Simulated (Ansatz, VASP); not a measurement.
**CaO: VASP beside Ansatz**

```
CELL_PARAMETERS angstrom
0.00000 2.41465 2.41465
2.41465 0.00000 2.41465
2.41465 2.41465 0.00000
ATOMIC_POSITIONS crystal
Ca 0.00000 0.00000 0.00000
O 0.50000 0.50000 0.50000
```

Alike in both runs: task single point; functional PBE; k mesh 9 × 9 × 9; no spin polarisation.

```csv
,VASP,Ansatz
version,VASP 6.6.1,Ansatz 0.2.0
potentials or method,"VASP PAW PBE potentials, release 64 (Ca_sv, O), cutoff 520 eV",PAW plane waves
occupations,"fermi-dirac, width 0.1 eV",fermi-dirac
valence electrons in the cell,16,16
```

Ansatz gave:

```
gap on the k mesh at the Fermi level (eV) : 3.71
pressure (GPa)                            : 0.1
```

Q: What did VASP give for the same quantities?

A: gap on the k mesh at the Fermi level (eV): 3.69; pressure (GPa): 0.6.
